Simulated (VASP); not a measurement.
Wanted: the native input for a VASP 6.6.1 run.

```yaml
Task: single point
Functional: LDA
Potentials_or_basis: VASP PAW LDA potentials, release 64 (C)
Cutoff: 520 eV
k_mesh: 16 × 16 × 16
Occupations: gaussian, width 0.03 eV
Spin: no spin polarisation
Dipole_correction: no
Further_INCAR_settings: ALGO = Normal; EDIFF = 1e-07; NBANDS = 11
```

The structure of C lies in POSCAR:

```
C
1.0
    0.0000000000      2.1166507485      3.3597491838
    1.2227846672      0.0000000000      3.3597491838
    1.2227846672      2.1166507485      0.0000000000
C
2
Direct
    0.1518245023      0.8184113711      0.1815886289
    0.8332934344      0.1667065656      0.8332934344
```

This cell differs from its parent crystal: atom 1 (C) moved by (+0.000, -0.100) A along [1 1 0] and z.

One way to write it, as run:

INCAR

```
PREC = Accurate
ENCUT = 520
EDIFF = 1E-7
ISMEAR = 0
SIGMA = 0.03
LREAL = F
LASPH = T
NELM = 80
ALGO = Normal
ISIF = 2
LWAVE = F
LCHARG = T
LELF = T
LVHAR = T
NBANDS = 11
```

KPOINTS

```
regular mesh
0
Gamma
  16 16 16
```

Potentials or basis: VASP PAW LDA potentials, release 64 (C).

The run is started by

```bash
$ cat potpaw_LDA.64/C/POTCAR > POTCAR
$ mpirun -np 1 vasp_std > vasp.out
```

It gave:

* Pressure: 0.1 GPa
* Largest force: 1.729 eV/Å

Caveat: the cell differs from its parent crystal (atom 1 (C) moved by (+0.000, -0.100) A along [1 1 0] and z); forces of over 1 eV/Å act on the atoms, so gaps and moduli don't describe the material at rest.

It took 3.1 min on 1 thread of AMD EPYC 7R13 Processor (Zen 3), with other jobs on the host, peak memory 0.23 GiB.
